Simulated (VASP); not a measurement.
# BN in VASP: relaxation of the atoms with PBE+D3(BJ)

Aim: the relaxation of the atoms of BN with PBE+D3(BJ).

All numbers are computed with VASP 6.6.1; they aren't measurements. Logs are shortened: lines on timing, memory, paths and dates and some standing lists are left out, and cuts for length are marked.

### 1 The cell of the first run

The cell holds a slab with vacuum, 12 atoms: a = 2.508 Å, b = 3.982 Å, c = 24.700 Å, α = 90.00°, β = 90.00°, γ = 90.00°.

### 2 Relaxation of the atoms, PBE+D3(BJ)

File INCAR:

```
SYSTEM = BN
  PREC = Accurate
  ENCUT = 520
  EDIFF = 1E-6
  ISMEAR = 0
  SIGMA = 0.05
  LREAL = .False.
  LASPH = .True.
  NELM = 100
  ALGO = Fast
  ISIF = 2
  LWAVE = .False.
  LCHARG = .False.
  LDIPOL = .True.
  IDIPOL = 3
  DIPOL = 0.5 0.5 0.500
  GGA = PE
  IVDW = 12
  IBRION = 2
  NSW = 80
  EDIFFG = -0.02
```

File KPOINTS:

```
regular mesh
0
Gamma
  11 7 1
  0 0 0
```

File POSCAR:

```
BN
1.0
    2.5076849336      0.0000000000      0.0000000000
    0.0000000000      3.9819559146      0.0000000000
    0.0000000000      0.0000000000     24.7001380901
B N
6 6
Direct
    0.5000000000      0.7032766568      0.3036420271
    0.0000000000      0.4066167239      0.3772812493
    0.5000000000      0.1099567910      0.4509204715
    0.0000000000      0.8132968581      0.5245596937
    0.5000000000      0.5166369253      0.5981989159
    0.0000000000      0.2199769924      0.6718381380
    0.0000000000      0.6044970617      0.3281618620
    0.5000000000      0.3078371288      0.4018010841
    0.0000000000      0.0111771959      0.4754403063
    0.5000000000      0.7145172630      0.5490795285
    0.0000000000      0.4178573301      0.6227187507
    0.5000000000      0.1211973972      0.6963579729
```

Potentials or basis: VASP PAW PBE potentials, release 64 (B, N).

The run is started by

```sh
> cat potpaw_PBE.64/B/POTCAR potpaw_PBE.64/N/POTCAR > POTCAR
> mpirun -np 1 vasp_std > vasp.out
```

OUTCAR:

```text
SYSTEM = BN
   PREC = Accurate
   ENCUT = 520
   EDIFF = 1E-6
   ISMEAR = 0
   LREAL = .False.
   LASPH = .True.
   NELM = 100
   ISIF = 2
   GGA = PE
   IVDW = 12
   IBRION = 2
   NSW = 80
   EDIFFG = -0.02
 IVDW          = 12

 ion  position               nearest neighbor table
   1  0.500  0.703  0.304-   7 1.45   7 1.45
   2  0.000  0.407  0.377-   7 1.45   8 1.45   8 1.45
   3  0.500  0.110  0.451-   8 1.45   9 1.45   9 1.45
   4  0.000  0.813  0.525-   9 1.45  10 1.45  10 1.45
   5  0.500  0.517  0.598-  10 1.45  11 1.45  11 1.45
   6  0.000  0.220  0.672-  11 1.45  12 1.45  12 1.45
   7  0.000  0.604  0.328-   2 1.45   1 1.45   1 1.45
   8  0.500  0.308  0.402-   3 1.45   2 1.45   2 1.45
   9  0.000  0.011  0.475-   4 1.45   3 1.45   3 1.45
  10  0.500  0.715  0.549-   5 1.45   4 1.45   4 1.45
  11  0.000  0.418  0.623-   6 1.45   5 1.45   5 1.45
  12  0.500  0.121  0.696-   6 1.45   6 1.45

  LATTYP: Found a simple orthorhombic cell.
 ALAT       =     2.5076849336
 B/A-ratio  =     1.5879011997
 C/A-ratio  =     9.8497772823

  Lattice vectors:

 A1 = (   2.5076849336,   0.0000000000,   0.0000000000)
 A2 = (   0.0000000000,   3.9819559146,   0.0000000000)
 A3 = (   0.0000000000,   0.0000000000,  24.7001380901)

Analysis of symmetry for initial positions (statically):
=====================================================================
 Subroutine PRICEL returns:
 Original cell was already a primitive cell.

 Routine SETGRP: Setting up the symmetry group for a
 simple orthorhombic supercell.

 Subroutine GETGRP returns: Found  2 space group operations
 (whereof  2 operations were pure point group operations)
 out of a pool of  8 trial point group operations.

The static configuration has the point symmetry C_1h.

Analysis of symmetry for dynamics (positions and initial velocities):
=====================================================================
 Subroutine PRICEL returns:
 Original cell was already a primitive cell.

 Routine SETGRP: Setting up the symmetry group for a
 simple orthorhombic supercell.

 Subroutine GETGRP returns: Found  2 space group operations
 (whereof  2 operations were pure point group operations)
 out of a pool of  8 trial point group operations.

The dynamic configuration has the point symmetry C_1h.

 Subroutine INISYM returns: Found  2 space group operations
[... 141 lines left out ...]
   GGA     = PE    functional components
   LHFCALC =     F    Hartree Fock is set to
   AEXX    =    0.0000 exact exchange contribution
   IVDW    =    12    specifies the selected vdW correction
   LEPSILON=     F    determine dielectric tensor
   LRPA    =     F    only Hartree local field effects (RPA)
 conjugate gradient relaxation of ions
 non-spin polarized calculation
 RMM-DIIS sequential band-by-band and
 Gauss-broadening in eV      SIGMA  =   0.05
  energy-cutoff  :      520.00
  volume of cell :      246.64
 maximum number of plane-waves:      6680
 NGX is ok and might be reduce to    20
   NGX =  9   NGY = 15   NGZ = 91

--------------------------------------- Ionic step        1  -------------------------------------------

 number of electron      48.0000007 magnetization

 Free energy of the ion-electron system (eV)
  ---------------------------------------------------
  ext. energy  EPLUGINS =         0.00000000
  ---------------------------------------------------
  free energy    TOTEN  =       -98.80523796 eV

  energy without entropy =      -98.78996983  energy(sigma->0) =      -98.79760389

------------------------ aborting loop because EDIFF is reached ----------------------------------------

 Edisp (eV)   -1.43872

 E8    (eV) :    -0.4334
[... 85 lines left out ...]
  FREE ENERGIE OF THE ION-ELECTRON SYSTEM (eV)
  ---------------------------------------------------
  free  energy   TOTEN  =      -100.0835817069 eV

  energy  without entropy=     -100.0727794496  energy(sigma->0) =     -100.07818058

 dipolmoment           0.000000      0.000000     -0.198595 electrons x Angstroem

--------------------------------------- Ionic step        3  -------------------------------------------

 number of electron      48.0000008 magnetization

------------------------ aborting loop because EDIFF is reached ----------------------------------------
[... 39 lines left out ...]
  FREE ENERGIE OF THE ION-ELECTRON SYSTEM (eV)
  ---------------------------------------------------
  free  energy   TOTEN  =      -100.3783959711 eV

  energy  without entropy=     -100.3670535004  energy(sigma->0) =     -100.37272474

[... ionic steps 4 to 11 ...]

--------------------------------------- Ionic step       12  -------------------------------------------

 number of electron      48.0000010 magnetization

------------------------ aborting loop because EDIFF is reached ----------------------------------------
[... 95 lines left out ...]
--------------------------------------- Ionic step       14  -------------------------------------------

 number of electron      48.0000010 magnetization

 dipolmoment           0.000000      0.000000      0.120545 electrons x Angstroem

 Free energy of the ion-electron system (eV)
  ---------------------------------------------------
  ext. energy  EPLUGINS =         0.00000000
  ---------------------------------------------------
  free energy    TOTEN  =       -98.95687147 eV

  energy without entropy =      -98.94456774  energy(sigma->0) =      -98.95071961

 E-fermi :  -1.9838     XC(G=0):  -5.1495

 val. band max:       -1.9930211192   @ k =   0.1818   0.0000   0.0000
 cond. band min:      -1.9755436339   @ k =   0.4545   0.4286   0.0000
 fundamental gap:      0.0174774853
 Fermi energy:        -1.9838180468

 k-point     1 :       0.0000    0.0000    0.0000
  band No.  band energies     occupation
      1     -21.5202      2.00000
      2     -20.6561      2.00000
      3     -19.9275      2.00000
      4     -19.1680      2.00000
      5     -18.2548      2.00000
      6     -16.5639      2.00000
[... 805 lines left out ...]
     30       2.8541      0.00000
     31       3.6674      0.00000

------------------------ aborting loop because EDIFF is reached ----------------------------------------

 vacuum level on the upper side and lower side of the slab       (xc-potential included)         0.978        -1.159

 Edisp (eV)   -1.43758

 E8    (eV) :    -0.4329

  FORCE on cell =-STRESS in cart. coord.  units (eV):
  Direction    XX          YY          ZZ          XY          YZ          ZX
  --------------------------------------------------------------------------------------
  -------------------------------------------------------------------------------------
  Total      -0.90683    -0.07831     0.08676     0.00000    -0.19594     0.00000
  in kB      -5.89072    -0.50871     0.56360     0.00000    -1.27282     0.00000
  external pressure =       -1.95 kB  Pullay stress =        0.00 kB
[... 27 lines left out ...]
  FREE ENERGIE OF THE ION-ELECTRON SYSTEM (eV)
  ---------------------------------------------------
  free  energy   TOTEN  =      -100.3944500848 eV

  energy  without entropy=     -100.3821463547  energy(sigma->0) =     -100.38829822

 reached required accuracy - stopping structural energy minimisation

 vacuum level on the upper side and lower side of the slab         5.391         3.206
```

CONTCAR:

```text
BN
   1.00000000000000
     2.5076849336000002    0.0000000000000000    0.0000000000000000
     0.0000000000000000    3.9819559145999999    0.0000000000000000
     0.0000000000000000    0.0000000000000000   24.7001380901000012
  B               N
     6     6
Direct
     0.5000000000000000    0.7047438984600336    0.3034061504508254
     0.0000000000000000    0.4049718390997972    0.3776144036936329
     0.5000000000000000    0.1098825080273755    0.4514643170305377
     0.0000000000000000    0.8124775542364340    0.5251173068278990
     0.5000000000000000    0.5147014303257533    0.5988671611565316
     0.0000000000000000    0.2150218024659479    0.6739881646263075
     0.0000000000000000    0.6077010602764217    0.3272142899702880
     0.5000000000000000    0.3087875949903185    0.4015472575385111
     0.0000000000000000    0.0111268856101623    0.4752396803199621
     0.5000000000000000    0.7139524567185220    0.5488540383160906
     0.0000000000000000    0.4176951730512046    0.6221367208178288
     0.5000000000000000    0.1257821209380299    0.6945505092515858

  0.00000000E+00  0.00000000E+00  0.00000000E+00
  0.00000000E+00  0.00000000E+00  0.00000000E+00
  0.00000000E+00  0.00000000E+00  0.00000000E+00
  0.00000000E+00  0.00000000E+00  0.00000000E+00
  0.00000000E+00  0.00000000E+00  0.00000000E+00
  0.00000000E+00  0.00000000E+00  0.00000000E+00
  0.00000000E+00  0.00000000E+00  0.00000000E+00
  0.00000000E+00  0.00000000E+00  0.00000000E+00
  0.00000000E+00  0.00000000E+00  0.00000000E+00
  0.00000000E+00  0.00000000E+00  0.00000000E+00
  0.00000000E+00  0.00000000E+00  0.00000000E+00
  0.00000000E+00  0.00000000E+00  0.00000000E+00
```

It took 66 min on 1 thread of Oxide Virtual Turin-like, shared host; peak memory 0.4 GiB.

What came out:

```yaml
Free_energy: -100.3945 eV
Energy_gained_by_relaxing: 12.5 meV/atom
Ionic_steps: 14
Largest_force_after_relaxing: 0.017 eV/Å
Band_gap_on_the_k_mesh: zero (bands 24 and 25 overlap by 0.36 eV)
Dispersion_energy_per_atom: -0.120 eV
```

Forces on the atoms (eV/Å):
```
B    0.000  0.010 -0.012
B    0.000 -0.006  0.009
B    0.000  0.013 -0.006
B    0.000  0.004  0.001
B    0.000 -0.008  0.008
B    0.000 -0.014  0.005
N    0.000  0.003 -0.009
N    0.000  0.001  0.000
N    0.000  0.011 -0.004
N    0.000 -0.002 -0.007
N    0.000 -0.007  0.001
N    0.000 -0.005  0.016
```

Step by step:
| step | energy change (eV) | largest force (eV/Å) | pressure (GPa) |
| --- | --- | --- | --- |
| 1 | 0.0000 | 2.5423 | -0.43 |
| 2 | 0.1604 | 2.6664 | 0.82 |
| 3 | -0.1344 | 0.6105 | -0.22 |
| 4 | -0.1330 | 0.7318 | -0.04 |
| 5 | -0.1471 | 0.2136 | -0.14 |
| 6 | -0.1485 | 0.2010 | -0.15 |
| 7 | -0.1491 | 0.1187 | -0.15 |
| 8 | -0.1499 | 0.0970 | -0.14 |
| 9 | -0.1499 | 0.0957 | -0.15 |
| 10 | -0.1502 | 0.1268 | -0.16 |
| 11 | -0.1502 | 0.0846 | -0.15 |
| 12 | -0.1504 | 0.0254 | -0.17 |
| 13 | -0.1504 | 0.0242 | -0.17 |
| 14 | -0.1505 | 0.0169 | -0.19 |

Final structure:
```
B N
1.0
     2.50768    0.00000    0.00000
     0.00000    3.98196    0.00000
     0.00000    0.00000   24.70014
B N
6 6
Direct
  0.50000 0.70474 0.30341
  0.00000 0.40497 0.37761
  0.50000 0.10988 0.45146
  0.00000 0.81248 0.52512
  0.50000 0.51470 0.59887
  0.00000 0.21502 0.67399
  0.00000 0.60770 0.32721
  0.50000 0.30879 0.40155
  0.00000 0.01113 0.47524
  0.50000 0.71395 0.54885
  0.00000 0.41770 0.62214
  0.50000 0.12578 0.69455
```
